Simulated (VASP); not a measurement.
# Al (a cell with a defect) in VASP: further runs

Runs on Al (a cell with a defect). Level: PBE+D3(BJ). Tasks: single point.

Program: VASP 6.6.1. These are calculated values, not measurements. Logs are shortened: lines on timing, memory, paths and dates and some standing lists are left out, and cuts for length are marked.

### 1 The cell of the first run

The cell holds a defect, 33 atoms: a = 8.100 Å, b = 8.100 Å, c = 8.100 Å, α = 90.00°, β = 90.00°, γ = 90.00°.

### 2 Single point, PBE+D3(BJ)

INCAR reads:

```
SYSTEM = Al
ALGO = Normal
EDIFF = 1E-6
ENCUT = 520
GGA = PE
ISIF = 2
ISMEAR = -1
IVDW = 12
LASPH = .TRUE.
LCHARG = .FALSE.
LREAL = Auto
LWAVE = .FALSE.
NBANDS = 72
NELM = 60
PREC = Accurate
SIGMA = 0.05
```

KPOINTS reads:

```
k-points
0
G
  3 3 3
  0 0 0
```

POSCAR reads:

```
Al
1.0
    8.1000000000      0.0000000000      0.0000000000
    0.0000000000      8.1000000000      0.0000000000
    0.0000000000      0.0000000000      8.1000000000
Al
33
Direct
    0.4976432836      0.0019136273     -0.0024329821
    0.7493105831      0.2497169160      0.0149961117
    0.7505125265     -0.0045751514      0.2506765750
    0.0029863419      0.0029030401     -0.0034365911
    0.2509629989      0.2512826713      0.0535964279
    0.4989339636      0.4988603965     -0.0011396035
    0.7505111206      0.7506745252      0.0050100558
    0.2498043976     -0.0141652894      0.2490301554
    0.5149309501      0.2497172612      0.2490512383
    0.7505111206      0.5050100558      0.2506745252
    0.4962836015      0.0032564528      0.5032564528
    0.7492924407      0.2497197458      0.4858612406
    0.7492924407     -0.0141387594      0.7497197458
    0.0016577024      0.4979089297     -0.0020910703
    0.2498022071      0.7490545173      0.0150226586
   -0.0142714837      0.2497195202      0.2490332312
    0.2498022071      0.5150226586      0.2490545173
    0.5049714953      0.7506749037      0.2506749037
    0.0043693397      0.0042833883      0.5042833883
    0.2509304792      0.2512389951      0.4391779041
    0.4976432836      0.4975670179      0.5019136273
    0.7505125265      0.7506765750      0.4954248486
    0.2509304792     -0.0608220959      0.7512389951
    0.5545032427      0.2512779241      0.7512779241
    0.7493105831      0.5149961117      0.7497169160
   -0.0046250657      0.7506762089      0.2506762089
    0.0029863419      0.4965634089      0.5029030401
    0.2498043976      0.7490301554      0.4858347106
   -0.0598339051      0.2512452275      0.7512452275
    0.2509629989      0.5535964279      0.7512826713
    0.5149309501      0.7490512383      0.7497172612
   -0.0142714837      0.7490332312      0.7497195202
    0.2463066844      0.2449997296      0.7449997296
```

Potentials or basis: VASP PAW PBE potentials, release 64 (Al).

On the command line:

```
> cat potpaw_PBE.64/Al/POTCAR > POTCAR
> mpirun -np 1 vasp_std > vasp.out
```

OUTCAR:

```text
SYSTEM = Al
   EDIFF = 1E-6
   ENCUT = 520
   GGA = PE
   ISIF = 2
   ISMEAR = -1
   IVDW = 12
   LASPH = .TRUE.
   LREAL = Auto
   NELM = 60
   PREC = Accurate
 IVDW          = 12

 ion  position               nearest neighbor table
   1  0.498  0.002  0.998-   8 2.86   9 2.86  13 2.86   2 2.86  23 2.87  15 2.87  31 2.87  24 2.88
                             5 2.88   7 2.89  18 2.89   3 2.90
   2  0.749  0.250  0.015-  29 2.64  24 2.66   9 2.68  16 2.69   3 2.81  10 2.81   6 2.86   1 2.86
                            14 2.87   4 2.87  13 3.03  25 3.04
   3  0.751  0.995  0.251-  22 2.80  26 2.80  12 2.81  16 2.81   9 2.81  18 2.81   2 2.81   7 2.81
                             1 2.90   4 2.90  11 2.90  19 2.91
   4  0.003  0.003  0.997-   8 2.86  16 2.86  13 2.87   2 2.87  32 2.87  15 2.87  23 2.87  29 2.87
                             5 2.88   7 2.89  26 2.90   3 2.90
   5  0.251  0.251  0.054-  33 2.50  17 2.66   9 2.66  16 2.67   8 2.67   6 2.87  14 2.88   1 2.88
                             4 2.88  20 3.12
   6  0.499  0.499  0.999-   9 2.86  31 2.86  17 2.86  15 2.86  25 2.86   2 2.86  24 2.87  30 2.87
                             5 2.87   7 2.88  10 2.88  18 2.88
   7  0.751  0.751  0.005-   3 2.81  26 2.81  13 2.81  32 2.81  18 2.81  31 2.81  10 2.81  25 2.81
                             6 2.88  14 2.89   1 2.89   4 2.89
   8  0.250  0.986  0.249-  20 2.64   5 2.67  15 2.70  28 2.71  26 2.81  18 2.81   1 2.86   4 2.86
                            11 2.87  19 2.87  16 3.02   9 3.03
   9  0.515  0.250  0.249-  20 2.64   5 2.66   2 2.68  12 2.70   3 2.81  10 2.81   6 2.86   1 2.86
[... 32 lines left out ...]
                            14 2.87  27 2.87  12 3.03   2 3.04
  26  0.995  0.751  0.251-   3 2.80  22 2.80   8 2.81  28 2.81  15 2.81  17 2.81   7 2.81  10 2.81
                            14 2.90  27 2.90   4 2.90  19 2.91
  27  0.003  0.497  0.503-  28 2.86  32 2.86  12 2.87  25 2.87  16 2.87  17 2.87  20 2.87  29 2.87
                            30 2.88  10 2.89  26 2.90  22 2.90
  28  0.250  0.749  0.486-  23 2.64  30 2.67  17 2.70   8 2.71  26 2.81  18 2.81  21 2.86  27 2.86
                            11 2.87  19 2.87  32 3.02  31 3.03
  29  0.940  0.251  0.751-  33 2.48  25 2.64   2 2.64  12 2.65  13 2.65  14 2.87  27 2.87   4 2.87
                            19 2.88  24 3.12
  30  0.251  0.554  0.751-  33 2.50  15 2.66  31 2.66  32 2.67  28 2.67   6 2.87  14 2.88  21 2.88
                            27 2.88  23 3.12
  31  0.515  0.749  0.750-  23 2.64  30 2.66  25 2.68  13 2.70  22 2.81   7 2.81   6 2.86  21 2.86
                             1 2.87  11 2.87  28 3.03  15 3.04
  32  0.986  0.749  0.750-  23 2.64  30 2.67  25 2.69  13 2.71  22 2.81   7 2.81  14 2.86  27 2.86
                             4 2.87  19 2.87  28 3.02  15 3.03
  33  0.246  0.245  0.745-  20 2.48  23 2.48  29 2.48  24 2.50   5 2.50  30 2.50

  LATTYP: Found a simple cubic cell.
 ALAT       =     8.1000000000

  Lattice vectors:

 A1 = (   8.1000000000,   0.0000000000,   0.0000000000)
 A2 = (   0.0000000000,   8.1000000000,   0.0000000000)
 A3 = (   0.0000000000,   0.0000000000,   8.1000000000)

Analysis of symmetry for initial positions (statically):
=====================================================================
 Subroutine PRICEL returns:
 Original cell was already a primitive cell.

 Routine SETGRP: Setting up the symmetry group for a
 simple cubic supercell.

 Subroutine GETGRP returns: Found  2 space group operations
 (whereof  1 operations were pure point group operations)
 out of a pool of 48 trial point group operations.

The static configuration has the point symmetry C_1 .
 The point group associated with its full space group is C_1h.

Analysis of symmetry for dynamics (positions and initial velocities):
=====================================================================
 Subroutine PRICEL returns:
 Original cell was already a primitive cell.

 Routine SETGRP: Setting up the symmetry group for a
 simple cubic supercell.

 Subroutine GETGRP returns: Found  2 space group operations
 (whereof  1 operations were pure point group operations)
 out of a pool of 48 trial point group operations.

The dynamic configuration has the point symmetry C_1 .
 The point group associated with its full space group is C_1h.

 Subroutine INISYM returns: Found  2 space group operations
 (whereof  1 operations are pure point group operations),
 and found     1 'primitive' translations

----------------------------------------------------------------------------------------

                                     Primitive cell

  volume of cell :     531.4410

  direct lattice vectors                    reciprocal lattice vectors
     8.100000000  0.000000000  0.000000000     0.123456790  0.000000000  0.000000000
     0.000000000  8.100000000  0.000000000     0.000000000  0.123456790  0.000000000
     0.000000000  0.000000000  8.100000000     0.000000000  0.000000000  0.123456790

  length of vectors
     8.100000000  8.100000000  8.100000000     0.123456790  0.123456790  0.123456790

  position of ions in fractional coordinates (direct lattice)
     0.497643284  0.001913627  0.997567018
     0.749310583  0.249716916  0.014996112
     0.750512527  0.995424849  0.250676575
     0.002986342  0.002903040  0.996563409
     0.250962999  0.251282671  0.053596428
     0.498933964  0.498860396  0.998860396
[... 25 lines left out ...]
     0.985728516  0.749033231  0.749719520
     0.246306684  0.244999730  0.744999730

  ion indices of the primitive-cell ions
   primitive index   ion index
                 1           1
                 2           2
                 3           3
                 4           4
                 5           5
                 6           6
[... 25 lines left out ...]
                32          32
                33          33

----------------------------------------------------------------------------------------

 KPOINTS: k-points

Automatic generation of k-mesh.
 Grid dimensions read from file:
 generate k-points for:    3    3    3

 Generating k-lattice:

  Cartesian coordinates                     Fractional coordinates (reciprocal lattice)
     0.041152263  0.000000000  0.000000000     0.333333333  0.000000000  0.000000000
     0.000000000  0.041152263  0.000000000     0.000000000  0.333333333  0.000000000
     0.000000000  0.000000000  0.041152263     0.000000000  0.000000000  0.333333333

  Length of vectors
     0.041152263  0.041152263  0.041152263

  Shift w.r.t. Gamma in fractional coordinates (k-lattice)
     0.000000000  0.000000000  0.000000000

 Subroutine IBZKPT returns following result:
 ===========================================

 Found     10 irreducible k-points:

 Following reciprocal coordinates:
            Coordinates               Weight
  0.000000  0.000000  0.000000      1.000000
  0.333333  0.000000  0.000000      2.000000
  0.000000  0.333333  0.000000      4.000000
  0.333333  0.333333  0.000000      4.000000
  0.000000  0.333333  0.333333      2.000000
 -0.333333  0.333333  0.000000      4.000000
  0.000000 -0.333333  0.333333      2.000000
  0.333333  0.333333  0.333333      2.000000
 -0.333333  0.333333  0.333333      2.000000
 -0.333333 -0.333333  0.333333      4.000000
   k-points           NKPTS =     10   k-points in BZ     NKDIM =     10   number of bands    NBANDS=     72
   number of dos      NEDOS =    301   number of ions     NIONS =     33
   total plane-waves  NPLWV = 216000
   dimension x,y,z NGX =    60 NGY =   60 NGZ =   60
   dimension x,y,z NGXF=   120 NGYF=  120 NGZF=  120
   ions per type =              33
   NGX,Y,Z   is equivalent  to a cutoff of  12.31, 12.31, 12.31 a.u.
   NGXF,Y,Z  is equivalent  to a cutoff of  24.63, 24.63, 24.63 a.u.
 SYSTEM =  Al
   PREC   = accura    normal or accurate (medium, high low for compatibility)
   ISTART =      0    job   : 0-new  1-cont  2-samecut
   ICHARG =      2    charge: 1-file 2-atom 10-const
   ISPIN  =      1    spin polarized calculation?
   LNONCOLLINEAR =      F non collinear calculations
   LSORBIT =      F    spin-orbit coupling
   LASPH  =      T    aspherical Exc in radial PAW
   ENCUT  =  520.0 eV  38.22 Ry    6.18 a.u.  15.06 15.06 15.06*2*pi/ulx,y,z
   NELM   =     60;   NELMIN=  2; NELMDL= -5     # of ELM steps
   EDIFF  = 0.1E-05   stopping-criterion for ELM
   LREAL  =      T    real-space projection
   EDIFFG = 0.1E-04   stopping-criterion for IOM
   NSW    =      0    number of steps for IOM
   IBRION =     -1    ionic relax: 0-MD 1-quasi-New 2-CG
   NFREE  =      0    steps in history (QN), initial steepest desc. (CG)
   ISIF   =      2    stress and relaxation
   ISYM   =      2    0-nonsym 1-usesym 2-fastsym
   POTIM  = 0.5000    time-step for ionic-motion
   TEBEG  =    0.0;   TEEND  =   0.0 temperature during run
   PSTRESS=    0.0 pullay stress
   NELECT =      99.0000    total number of electrons
   NUPDOWN=      -1.0000    fix difference up-down
   EMIN   =  10.00;   EMAX   =-10.00  energy-range for DOS
   EFERMI =   0.00;   METHOD = LEGACY
   ISMEAR =    -1;   SIGMA  =   0.05  broadening in eV -4-tet -1-fermi 0-gaus
   EFERMI_NEDOS =   21; number of points for ismear=-14 and -15
   IALGO  =     38    algorithm
   IMIX   =      4    mixing-type and parameters
     AMIX     =   0.40;   BMIX     =  1.00
     AMIX_MAG =   1.60;   BMIX_MAG =  1.00
  volume/ion in A,a.u.               =      16.10       108.68
  Fermi-wavevector in a.u.,A,eV,Ry     =   0.934978  1.766853 11.894002  0.874184
  Thomas-Fermi vector in A             =   2.061839
   LORBIT       =      0    0 simple, 1 ext, 2 COOP (PROOUT), +10 PAW based schemes
   GGA     = PE    functional components
   LHFCALC =     F    Hartree Fock is set to
   AEXX    =    0.0000 exact exchange contribution
   IVDW    =    12    specifies the selected vdW correction
   LEPSILON=     F    determine dielectric tensor
   LRPA    =     F    only Hartree local field effects (RPA)
 non-spin polarized calculation
  energy-cutoff  :      520.00
  volume of cell :      531.44
 maximum number of plane-waves:     14358
   NGX = 31   NGY = 31   NGZ = 31

 number of electron      99.0000000 magnetization

 Free energy of the ion-electron system (eV)
  ---------------------------------------------------
  ext. energy  EPLUGINS =         0.00000000
  ---------------------------------------------------
  free energy    TOTEN  =      -121.55145056 eV

  energy without entropy =     -121.50441614  energy(sigma->0) =     -121.52793335

 E-fermi :   8.2890     XC(G=0): -10.2728

 val. band max:        8.1640020443   @ k =   0.0000   0.0000   0.0000
 cond. band min:       8.2903211669   @ k =   0.3333   0.3333   0.0000
 fundamental gap:      0.1263191226
 Fermi energy:         8.2890077112

 k-point     1 :       0.0000    0.0000    0.0000
  band No.  band energies     occupation
      1      -3.0816      2.00000
      2      -1.0898      2.00000
      3      -1.0896      2.00000
      4      -0.8015      2.00000
      5      -0.6883      2.00000
      6      -0.6882      2.00000
[... 629 lines left out ...]
     60       9.8534      0.00000
     61       9.8543      0.00000
 [bands above 61 left out]

------------------------ aborting loop because EDIFF is reached ----------------------------------------

 Edisp (eV)  -11.39014

 E8    (eV) :    -5.0975

  FORCE on cell =-STRESS in cart. coord.  units (eV):
  Direction    XX          YY          ZZ          XY          YZ          ZX
  --------------------------------------------------------------------------------------
  -------------------------------------------------------------------------------------
  Total       4.08408     4.09795     4.09795    -0.00781    -0.00623    -0.00781
  in kB      12.31261    12.35442    12.35442    -0.02355    -0.01877    -0.02355
  external pressure =       12.34 kB  Pullay stress =        0.00 kB

 VOLUME and BASIS-vectors are now :
 -----------------------------------------------------------------------------
  energy-cutoff  :      520.00
  volume of cell :      531.44
      direct lattice vectors                 reciprocal lattice vectors
     8.100000000  0.000000000  0.000000000     0.123456790  0.000000000  0.000000000
     0.000000000  8.100000000  0.000000000     0.000000000  0.123456790  0.000000000
     0.000000000  0.000000000  8.100000000     0.000000000  0.000000000  0.123456790

 POSITION                                       TOTAL-FORCE (eV/Angst)
 -----------------------------------------------------------------------------------
      4.03091      0.01550      8.08029        -0.001343      0.001638     -0.001233
      6.06942      2.02271      0.12147        -0.001971     -0.000901     -0.006232
      6.07915      8.06294      2.03048         0.000978      0.002761      0.001985
      0.02419      0.02351      8.07216         0.001128     -0.000680      0.001029
      2.03280      2.03539      0.43413        -0.000128      0.000785      0.005182
      4.04137      4.04077      8.09077        -0.001935     -0.002434     -0.002434
[... 25 lines left out ...]
      7.98440      6.06717      6.07273         0.004590     -0.001806      0.001604
      1.99508      1.98450      6.03450         0.002758      0.003232      0.003232
 -----------------------------------------------------------------------------------
    total drift:                               -0.012805     -0.021570     -0.021570

  FREE ENERGIE OF THE ION-ELECTRON SYSTEM (eV)
  ---------------------------------------------------
  free  energy   TOTEN  =      -132.9415865412 eV

  energy  without entropy=     -132.8945521215  energy(sigma->0) =     -132.91806933
```

Wall time 4.8 min (1 thread of Intel Xeon 6975P-C (Granite Rapids), shared host); peak memory 0.58 GiB.

Results:

* Free energy: -132.9416 eV
* Pressure: 1.2 GPa
* Largest force: 0.008 eV/Å
* Dispersion energy per atom: -0.345 eV

Forces on the atoms (eV/Å):
```
Al  -0.001  0.002 -0.001
Al  -0.002 -0.001 -0.006
Al   0.001  0.003  0.002
Al   0.001 -0.001  0.001
Al   0.000  0.001  0.005
Al  -0.002 -0.002 -0.002
Al  -0.001  0.001 -0.002
Al   0.002  0.005 -0.001
Al  -0.005 -0.001 -0.003
Al  -0.001 -0.002  0.001
Al   0.001  0.000  0.000
Al   0.000  0.001  0.006
Al   0.000  0.006  0.001
Al   0.003 -0.002 -0.002
Al   0.000 -0.003 -0.005
Al   0.005  0.002 -0.002
Al   0.000 -0.005 -0.003
Al  -0.002  0.001  0.001
Al  -0.002 -0.002 -0.002
Al   0.001  0.004 -0.007
Al  -0.001 -0.001  0.002
Al   0.001  0.002  0.003
Al   0.001 -0.007  0.004
Al   0.003  0.000  0.000
Al  -0.002 -0.006 -0.001
Al   0.003  0.001  0.001
Al   0.001  0.001 -0.001
Al   0.002 -0.001  0.005
Al  -0.006  0.002  0.002
Al   0.000  0.005  0.001
Al  -0.005 -0.003 -0.001
Al   0.005 -0.002  0.002
Al   0.003  0.003  0.003
```

### 3 Single point, PBE+D3(BJ)

INCAR reads:

```
SYSTEM = Al
PREC = Accurate
ENCUT = 520
EDIFF = 1E-6
ISMEAR = -1
SIGMA = 0.05
LREAL = Auto
LASPH = .True.
NELM = 100
ALGO = Normal
ISIF = 2
LWAVE = .False.
LCHARG = .False.
GGA = PE
IVDW = 12
NBANDS = 72
```

KPOINTS reads:

```
Automatic mesh
0
Gamma
  3 3 3
  0 0 0
```

POSCAR reads:

```
Al
1.0
    8.1000000000      0.0000000000      0.0000000000
    0.0000000000      8.1000000000      0.0000000000
    0.0000000000      0.0000000000      8.1000000000
Al
33
Direct
    0.4991063998     -0.0001808134      0.0050562118
    0.7514829139      0.2512477963     -0.0013572099
    0.7448500182     -0.0001809073      0.2505833117
    0.0002946396      0.0002220919      0.0149607561
    0.2474316441      0.2529232823     -0.0030440085
    0.5012027765      0.5000480729      0.0150435110
    0.7518047486      0.7485255380     -0.0016771114
    0.2544693998     -0.0001796489      0.2505794608
    0.4991074282      0.2450971637      0.2505823013
    0.7348442273      0.5000482325      0.2492674380
    0.4991102945     -0.0001799206      0.4954125003
    0.7525428959      0.2522943088      0.5020820866
    0.7348746125      0.0002214678      0.7498345234
   -0.0015916108      0.4996846508      0.0544562881
    0.2471100418      0.7468502367     -0.0033732715
    0.0002937731      0.2352498072      0.2492627450
    0.2640626114      0.5000475080      0.2492547996
    0.4991087057      0.7547547294      0.2505814050
    0.0002921807      0.0002246103      0.4857701288
    0.2463743828      0.2539982601      0.5037662544
    0.5012154155      0.5000476658      0.4856858080
    0.7528708792      0.7474789391      0.5024020618
    0.2640313136      0.0002253774      0.7498369956
    0.5012069253      0.2351972624      0.7498355591
    0.6971754950      0.4996850130      0.7510212064
    0.0002930576      0.7645216604      0.2492602243
   -0.0015844631      0.4996861957      0.4398786541
    0.2460489354      0.7457774894      0.5040932804
   -0.0015912871      0.1936210093      0.7510221115
    0.3119121917      0.4996871970      0.7510143574
    0.5012108401      0.7645745085      0.7498359633
   -0.0015889625      0.8081055492      0.7510205352
    0.0062355756      0.5011880664      0.7461050223
```

Potentials or basis: VASP PAW PBE potentials, release 64 (Al).

On the command line:

```
> cat potpaw_PBE.64/Al/POTCAR > POTCAR
> mpirun -np 1 vasp_std > vasp.out
```

It took 6.4 min on 1 thread of Intel Xeon 6975P-C (Granite Rapids), shared host; peak memory 0.64 GiB.

Results (log left out):

| Property | Result |
| --- | --- |
| Free energy | -132.9416 eV |
| Pressure | 1.2 GPa |
| Largest force | 0.009 eV/Å |
| Dispersion energy per atom | -0.345 eV |

Forces in eV/Å, atoms in the order of the input:
```
Al  -0.002  0.000 -0.003
Al   0.001  0.001 -0.001
Al   0.004  0.000  0.001
Al   0.000  0.001 -0.009
Al  -0.001 -0.001  0.001
Al   0.002  0.000 -0.005
Al   0.001 -0.002 -0.002
Al  -0.002  0.000  0.001
Al  -0.001  0.004  0.001
Al   0.007  0.000 -0.002
Al  -0.001  0.000  0.003
Al   0.001  0.001  0.000
Al   0.009 -0.001  0.001
Al  -0.003  0.001  0.000
Al   0.002  0.001  0.001
Al   0.001  0.007 -0.001
Al  -0.008  0.000  0.000
Al   0.000 -0.003  0.000
Al   0.000  0.000  0.008
Al   0.001 -0.002 -0.001
Al   0.001  0.000  0.006
Al   0.000 -0.001  0.002
Al  -0.007 -0.001  0.001
Al   0.001  0.006  0.000
Al  -0.004  0.000  0.001
Al   0.000 -0.006 -0.001
Al  -0.003  0.000  0.000
Al   0.002  0.002 -0.001
Al  -0.003  0.001 -0.001
Al   0.002  0.000  0.001
Al   0.001 -0.006  0.000
Al  -0.003  0.000 -0.001
Al  -0.001 -0.001 -0.001
```

Levels at points of the mesh, in eV from the Fermi level:
| k point | band 45 | band 46 | band 47 | band 48 | band 49 | band 50 | band 51 | band 52 | band 53 | band 54 |
| --- | --- | --- | --- | --- | --- | --- | --- | --- | --- | --- |
| (0.00, 0.00, 0.00) | -0.76 | -0.50 | -0.50 | -0.12 | 0.19 | 0.19 | 0.19 | 0.46 | 0.47 | 0.51 |
